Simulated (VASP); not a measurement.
Hg, 3 atoms in the cell. Symmetry: P6/mmm, No. 191, hexagonal system. The conventional cell has a = 4.730 Å, b = 4.730 Å, c = 2.738 Å, α = 90.00°, β = 90.00°, γ = 120.00°. Within 3.6 Å of Hg (site symmetry 6/mmm) lie 14 Hg at 2.74 to 3.05 Å. Within 3.6 Å of Hg (site symmetry -6m2) lie 11 Hg at 2.73 to 3.05 Å. 

| Quantity | Value |
| --- | --- |
| Program | VASP 6.6.1 |
| Task | single point |
| Functional | PBE |
| Potentials or basis | VASP PAW PBE potentials, release 64 (Hg) |
| Cutoff | 520 eV |
| k mesh | 7 × 7 × 10 |
| Occupations | fermi-dirac, width 0.05 eV |
| Spin | no spin polarisation |
| Dipole correction | no |
| Further INCAR settings | ALGO = Normal; EDIFF = 1e-07; NBANDS = 25 |

Potentials or basis: VASP PAW PBE potentials, release 64 (Hg).

Launch:

```sh
$ cat potpaw_PBE.64/Hg/POTCAR > POTCAR
$ mpirun -np 1 vasp_std > vasp.out
```

Hardware: 1 thread of AMD EPYC 7R13, with other jobs on the host.

Task: How long does it take, and how much memory?

Result: Wall time 98 s on 1 thread of AMD EPYC 7R13, with other jobs on the host, peak memory 0.17 GiB. Counts: scf iterations 12, k points 48.
